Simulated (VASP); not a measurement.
# MgO (P6_3mc) in VASP: single point with LDA

Aim: the single point of MgO with LDA.

Everything below comes from runs of VASP 6.6.1. Logs are shortened: lines on timing, memory, paths and dates and some standing lists are left out, and cuts for length are marked.

### 1 The cell of the first run

It takes space group P6_3mc (No. 186, hexagonal). The conventional cell has a = 3.492 Å, b = 3.492 Å, c = 4.471 Å, α = 90.00°, β = 90.00°, γ = 120.00°. Within 2.4 Å of Mg (site symmetry 3m) lie 4 O at 1.79 to 2.06 Å. O (site symmetry 3m) has 4 Mg at 1.79 to 2.06 Å within 2.4 Å.

### 2 Single point, LDA

INCAR

```
SYSTEM = MgO
  ALGO = Normal
  EDIFF = 1E-6
  ENCUT = 750
  GGA = CA
  GGA_COMPAT = .FALSE.
  ISIF = 2
  ISMEAR = 0
  LASPH = .TRUE.
  LCHARG = .FALSE.
  LREAL = .FALSE.
  LWAVE = .FALSE.
  NBANDS = 24
  NELM = 120
  PREC = Accurate
  SIGMA = 0.05
```

KPOINTS

```
k-points
0
G
  9 9 6
  0 0 0
```

POSCAR

```
MgO
1.0
    3.4919221997      0.0000000000      0.0000000000
   -1.7459610999      3.0240933330      0.0000000000
    0.0000000000      0.0000000000      4.4712249954
Mg O
2 2
Direct
    0.3333333333      0.6666666667      0.0021597400
    0.6666666667      0.3333333333      0.5021597400
    0.3333333333      0.6666666667      0.4024402600
    0.6666666667      0.3333333333      0.9024402600
```

Potentials or basis: VASP PAW LDA potentials, release 64 (Mg_sv, O).

Command:

```bash
> cat potpaw_LDA.64/Mg_sv/POTCAR potpaw_LDA.64/O/POTCAR > POTCAR
> mpirun -np 1 vasp_std > vasp.out
```

OUTCAR:

```text
SYSTEM = MgO
   EDIFF = 1E-6
   ENCUT = 750
   GGA = CA
   ISIF = 2
   ISMEAR = 0
   LASPH = .TRUE.
   LREAL = .FALSE.
   NELM = 120
   PREC = Accurate

 ion  position               nearest neighbor table
   1  0.333  0.667  0.002-   3 1.79   4 2.06   4 2.06   4 2.06
   2  0.667  0.333  0.502-   4 1.79   3 2.06   3 2.06   3 2.06
   3  0.333  0.667  0.402-   1 1.79   2 2.06   2 2.06   2 2.06
   4  0.667  0.333  0.902-   2 1.79   1 2.06   1 2.06   1 2.06

  LATTYP: Found a hexagonal cell.
 ALAT       =     3.4919221997
 C/A-ratio  =     1.2804480569

  Lattice vectors:

 A1 = (   3.4919221997,   0.0000000000,   0.0000000000)
 A2 = (  -1.7459610999,   3.0240933330,   0.0000000000)
 A3 = (   0.0000000000,   0.0000000000,   4.4712249954)

Analysis of symmetry for initial positions (statically):
=====================================================================
 Subroutine PRICEL returns:
 Original cell was already a primitive cell.

 Routine SETGRP: Setting up the symmetry group for a
 hexagonal supercell.

 Subroutine GETGRP returns: Found 12 space group operations
 (whereof  6 operations were pure point group operations)
 out of a pool of 24 trial point group operations.

The static configuration has the point symmetry C_3v.
 The point group associated with its full space group is C_6v.

Analysis of symmetry for dynamics (positions and initial velocities):
=====================================================================
 Subroutine PRICEL returns:
 Original cell was already a primitive cell.

 Routine SETGRP: Setting up the symmetry group for a
 hexagonal supercell.

 Subroutine GETGRP returns: Found 12 space group operations
 (whereof  6 operations were pure point group operations)
 out of a pool of 24 trial point group operations.

The dynamic configuration has the point symmetry C_3v.
 The point group associated with its full space group is C_6v.

 Subroutine INISYM returns: Found 12 space group operations
 (whereof  6 operations are pure point group operations),
 and found     1 'primitive' translations

----------------------------------------------------------------------------------------

                                     Primitive cell

  volume of cell :      47.2157

  direct lattice vectors                    reciprocal lattice vectors
     3.491922200  0.000000000  0.000000000     0.286375223  0.165338812  0.000000000
    -1.745961100  3.024093333  0.000000000     0.000000000  0.330677625  0.000000000
     0.000000000  0.000000000  4.471224995     0.000000000  0.000000000  0.223652355

  length of vectors
     3.491922200  3.491922200  4.471224995     0.330677625  0.330677625  0.223652355

  position of ions in fractional coordinates (direct lattice)
     0.333333333  0.666666667  0.002159740
     0.666666667  0.333333333  0.502159740
     0.333333333  0.666666667  0.402440260
     0.666666667  0.333333333  0.902440260

  ion indices of the primitive-cell ions
   primitive index   ion index
                 1           1
                 2           2
                 3           3
                 4           4

----------------------------------------------------------------------------------------

 KPOINTS: k-points

Automatic generation of k-mesh.
 Grid dimensions read from file:
 generate k-points for:    9    9    6

 Generating k-lattice:

  Cartesian coordinates                     Fractional coordinates (reciprocal lattice)
     0.031819469  0.018370979  0.000000000     0.111111111  0.000000000  0.000000000
     0.000000000  0.036741958  0.000000000     0.000000000  0.111111111  0.000000000
     0.000000000  0.000000000  0.037275393     0.000000000  0.000000000  0.166666667

  Length of vectors
     0.036741958  0.036741958  0.037275393

  Shift w.r.t. Gamma in fractional coordinates (k-lattice)
     0.000000000  0.000000000  0.000000000

 Subroutine IBZKPT returns following result:
 ===========================================

 Found     48 irreducible k-points:

 Following reciprocal coordinates:
            Coordinates               Weight
  0.000000  0.000000  0.000000      1.000000
  0.111111  0.000000  0.000000      6.000000
  0.222222  0.000000  0.000000      6.000000
  0.333333  0.000000  0.000000      6.000000
  0.444444  0.000000  0.000000      6.000000
  0.111111  0.111111  0.000000      6.000000
[... 16 lines left out ...]
  0.333333  0.222222  0.166667     24.000000
  0.333333  0.333333  0.166667      4.000000
 [... further k-points ...]
   k-points           NKPTS =     48   k-points in BZ     NKDIM =     48   number of bands    NBANDS=     24
   number of dos      NEDOS =    301   number of ions     NIONS =      4
   total plane-waves  NPLWV =  40960
   dimension x,y,z NGX =    32 NGY =   32 NGZ =   40
   dimension x,y,z NGXF=    64 NGYF=   64 NGZF=   80
   ions per type =               2   2
   NGX,Y,Z   is equivalent  to a cutoff of  15.23, 15.23, 14.87 a.u.
   NGXF,Y,Z  is equivalent  to a cutoff of  30.47, 30.47, 29.75 a.u.
 SYSTEM =  MgO
   PREC   = accura    normal or accurate (medium, high low for compatibility)
   ISTART =      0    job   : 0-new  1-cont  2-samecut
   ICHARG =      2    charge: 1-file 2-atom 10-const
   ISPIN  =      1    spin polarized calculation?
   LNONCOLLINEAR =      F non collinear calculations
   LSORBIT =      F    spin-orbit coupling
   LASPH  =      T    aspherical Exc in radial PAW
   ENCUT  =  750.0 eV  55.12 Ry    7.42 a.u.   7.80  7.80  9.98*2*pi/ulx,y,z
   NELM   =    120;   NELMIN=  2; NELMDL= -5     # of ELM steps
   EDIFF  = 0.1E-05   stopping-criterion for ELM
   LREAL  =      F    real-space projection
   EDIFFG = 0.1E-04   stopping-criterion for IOM
   NSW    =      0    number of steps for IOM
   IBRION =     -1    ionic relax: 0-MD 1-quasi-New 2-CG
   NFREE  =      0    steps in history (QN), initial steepest desc. (CG)
   ISIF   =      2    stress and relaxation
   ISYM   =      2    0-nonsym 1-usesym 2-fastsym
   POTIM  = 0.5000    time-step for ionic-motion
   TEBEG  =    0.0;   TEEND  =   0.0 temperature during run
   PSTRESS=    0.0 pullay stress
   NELECT =      32.0000    total number of electrons
   NUPDOWN=      -1.0000    fix difference up-down
   EMIN   =  10.00;   EMAX   =-10.00  energy-range for DOS
   EFERMI =   0.00;   METHOD = LEGACY
   ISMEAR =     0;   SIGMA  =   0.05  broadening in eV -4-tet -1-fermi 0-gaus
   EFERMI_NEDOS =   21; number of points for ismear=-14 and -15
   IALGO  =     38    algorithm
   IMIX   =      4    mixing-type and parameters
     AMIX     =   0.40;   BMIX     =  1.00
     AMIX_MAG =   1.60;   BMIX_MAG =  1.00
  volume/ion in A,a.u.               =      11.80        79.66
  Fermi-wavevector in a.u.,A,eV,Ry     =   1.438013  2.717450 28.135224  2.067881
  Thomas-Fermi vector in A             =   2.557027
   LORBIT       =      0    0 simple, 1 ext, 2 COOP (PROOUT), +10 PAW based schemes
   GGA     = CA    functional components
   LHFCALC =     F    Hartree Fock is set to
   AEXX    =    0.0000 exact exchange contribution
   IVDW    =     0    specifies the selected vdW correction
   LEPSILON=     F    determine dielectric tensor
   LRPA    =     F    only Hartree local field effects (RPA)
 non-spin polarized calculation
 Gauss-broadening in eV      SIGMA  =   0.05
  energy-cutoff  :      750.00
  volume of cell :       47.22
 maximum number of plane-waves:      2221
 NGX is ok and might be reduce to    32
   NGX = 15   NGY = 15   NGZ = 19

 number of electron      31.9999993 magnetization

 Free energy of the ion-electron system (eV)
  ---------------------------------------------------
  ext. energy  EPLUGINS =         0.00000000
  ---------------------------------------------------
  free energy    TOTEN  =       -25.35255523 eV

  energy without entropy =      -25.35255523  energy(sigma->0) =      -25.35255523

 E-fermi :   1.0289     XC(G=0): -10.5170

 val. band max:        0.7053105466   @ k =   0.0000   0.0000   0.0000
 cond. band min:       3.9047229057   @ k =   0.0000   0.0000   0.0000
 fundamental gap:      3.1994123590
 Fermi energy:         1.0289189352

 k-point     1 :       0.0000    0.0000    0.0000
  band No.  band energies     occupation
      1     -70.3670      2.00000
      2     -70.3583      2.00000
      3     -37.9232      2.00000
      4     -37.8665      2.00000
      5     -37.8665      2.00000
      6     -37.8548      2.00000
[... 16 lines left out ...]
     23      15.9031      0.00000
     24      16.3685      0.00000

 k-point     2 :       0.1111    0.0000    0.0000
  band No.  band energies     occupation
      1     -70.3668      2.00000
      2     -70.3584      2.00000
      3     -37.9213      2.00000
      4     -37.8676      2.00000
      5     -37.8673      2.00000
      6     -37.8569      2.00000
[... 16 lines left out ...]
     23      15.9852      0.00000
     24      16.0448      0.00000

 k-point     3 :       0.2222    0.0000    0.0000
  band No.  band energies     occupation
      1     -70.3659      2.00000
      2     -70.3588      2.00000
      3     -37.9160      2.00000
      4     -37.8707      2.00000
      5     -37.8692      2.00000
      6     -37.8627      2.00000
[... 16 lines left out ...]
     23      15.1393      0.00000
     24      15.3689      0.00000

 k-point     4 :       0.3333    0.0000    0.0000
  band No.  band energies     occupation
      1     -70.3648      2.00000
      2     -70.3596      2.00000
      3     -37.9086      2.00000
      4     -37.8745      2.00000
      5     -37.8716      2.00000
      6     -37.8703      2.00000
[... 16 lines left out ...]
     23      14.8048      0.00000
     24      15.0519      0.00000

 k-point     5 :       0.4444    0.0000    0.0000
  band No.  band energies     occupation
      1     -70.3636      2.00000
      2     -70.3605      2.00000
      3     -37.9020      2.00000
      4     -37.8778      2.00000
      5     -37.8759      2.00000
      6     -37.8730      2.00000
[... 16 lines left out ...]
     23      14.9690      0.00000
     24      15.1714      0.00000

 k-point     6 :       0.1111    0.1111    0.0000
  band No.  band energies     occupation
      1     -70.3662      2.00000
      2     -70.3588      2.00000
      3     -37.9177      2.00000
      4     -37.8694      2.00000
      5     -37.8692      2.00000
      6     -37.8609      2.00000
[... 16 lines left out ...]
     23      15.1890      0.00000
     24      15.6317      0.00000
[... 379 lines left out ...]
 k-point    21 :       0.4444    0.1111    0.1667
  band No.  band energies     occupation
      1     -70.3630      2.00000
      2     -70.3609      2.00000
      3     -37.9040      2.00000
      4     -37.8884      2.00000
      5     -37.8739      2.00000
      6     -37.8671      2.00000
[... 16 lines left out ...]
     23      14.2192      0.00000
     24      15.6085      0.00000

 k-point    22 :       0.2222    0.2222    0.1667
  band No.  band energies     occupation
      1     -70.3638      2.00000
      2     -70.3603      2.00000
      3     -37.9067      2.00000
      4     -37.8840      2.00000
      5     -37.8735      2.00000
      6     -37.8666      2.00000
[... 16 lines left out ...]
     23      14.4516      0.00000
     24      16.1008      0.00000

 k-point    23 :       0.3333    0.2222    0.1667
  band No.  band energies     occupation
      1     -70.3628      2.00000
      2     -70.3611      2.00000
      3     -37.9020      2.00000
      4     -37.8903      2.00000
      5     -37.8763      2.00000
      6     -37.8643      2.00000
[... 16 lines left out ...]
     23      14.3165      0.00000
     24      16.1351      0.00000

 k-point    24 :       0.3333    0.3333    0.1667
  band No.  band energies     occupation
      1     -70.3619      2.00000
      2     -70.3619      2.00000
      3     -37.8962      2.00000
      4     -37.8962      2.00000
      5     -37.8777      2.00000
      6     -37.8603      2.00000
[... 16 lines left out ...]
     23      14.2830      0.00000
     24      16.7625      0.00000

 [... further k-points ...]

------------------------ aborting loop because EDIFF is reached ----------------------------------------

  FORCE on cell =-STRESS in cart. coord.  units (eV):
  Direction    XX          YY          ZZ          XY          YZ          ZX
  --------------------------------------------------------------------------------------
  -------------------------------------------------------------------------------------
  Total       -3.8360973     -3.8360973      6.6796529      0.0000000      0.0000000      0.0000000
  in kB     -130.1709056   -130.1709056    226.6617318      0.0000000      0.0000000      0.0000000
  external PRESSURE =     -11.2266931 kB  Pullay stress =       0.0000000 kB

 VOLUME and BASIS-vectors are now :
 -----------------------------------------------------------------------------
  energy-cutoff  :      750.00
  volume of cell :       47.22
      direct lattice vectors                 reciprocal lattice vectors
     3.491922200  0.000000000  0.000000000     0.286375223  0.165338812  0.000000000
    -1.745961100  3.024093333  0.000000000     0.000000000  0.330677625  0.000000000
     0.000000000  0.000000000  4.471224995     0.000000000  0.000000000  0.223652355

 POSITION                                       TOTAL-FORCE (eV/Angst)
 -----------------------------------------------------------------------------------
     -0.00000      2.01606      0.00966         0.000000     -0.000000     -2.606857
      1.74596      1.00803      2.24527        -0.000000      0.000000     -2.606857
     -0.00000      2.01606      1.79940        -0.000000      0.000000      2.606857
      1.74596      1.00803      4.03501         0.000000     -0.000000      2.606857
 -----------------------------------------------------------------------------------
    total drift:                               -0.000001      0.000000      0.000628

  FREE ENERGIE OF THE ION-ELECTRON SYSTEM (eV)
  ---------------------------------------------------
  free  energy   TOTEN  =       -25.3525552307 eV

  energy  without entropy=      -25.3525552307  energy(sigma->0) =      -25.35255523
```

Run time: 58 s. Hardware: 1 thread of Intel Xeon Platinum 8488C (Sapphire Rapids), shared host; peak memory 0.2 GiB.

Results:

```yaml
Free_energy: -25.3526 eV
Pressure: -1.1 GPa
Largest_force: 2.607 eV/Å
Band_gap_on_the_k_mesh: 3.20 eV
```

Forces on the atoms (eV/Å):
```
Mg   0.000  0.000 -2.607
Mg   0.000  0.000 -2.607
O    0.000  0.000  2.607
O    0.000  0.000  2.607
```

Caveat: the stress differs along the axes, from -13 to 23 GPa; forces of over 1 eV/Å act on the atoms, so gaps and moduli don't describe the material at rest. A k mesh can miss the band edges.
